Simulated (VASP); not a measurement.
## Bi: single point with RPBE

The system is Bi.

```
Bi
1.0
     0.00000    3.83252    3.83252
     3.83252    0.00000    3.83252
     3.83252    3.83252    0.00000
Bi
2
Direct
  0.12500 0.12500 0.12500
  0.87500 0.87500 0.87500
```

This cell differs from its parent crystal: volume scaled by 1.12.

| Quantity | Value |
| --- | --- |
| Program | VASP 6.6.1 |
| Task | single point |
| Functional | RPBE |
| Potentials or basis | VASP PAW PBE potentials, release 64 (Bi_d) |
| Cutoff | 520 eV |
| k mesh | 8 × 8 × 8 |
| Occupations | fermi-dirac, width 0.1 eV |
| Spin | no spin polarisation |
| Dipole correction | no |
| Further INCAR settings | ALGO = Normal; EDIFF = 1e-07; NBANDS = 22 |

```json
{"Pressure": "-2.3 GPa", "Band gap on the k mesh": "zero (band 15 reaches 2.88 eV, above the bottom of band 16 at 2.25 eV)"}
```

Levels at points of the mesh, in eV from the Fermi level:
| k point | band 13 | band 14 | band 15 | band 16 | band 17 | band 18 |
| --- | --- | --- | --- | --- | --- | --- |
| (0.00, 0.00, 0.00) | -1.14 | -1.14 | -1.14 | 0.87 | 0.87 | 0.87 |
| (0.50, 0.00, 0.00) | -2.01 | -1.76 | -1.76 | 1.77 | 1.77 | 2.95 |
| (0.50, 0.50, 0.00) | -2.41 | -2.41 | -0.25 | -0.25 | 3.54 | 3.54 |

It took 25 s on 1 thread of Intel(R) Xeon(R) 6975P-C (Granite Rapids), with other jobs on the host, peak memory 0.25 GiB.

Caveat: the PAW data sets were made with another functional, which shifts forces and pressure a little; spin-orbit coupling is left out, which moves the levels of the heavy elements.
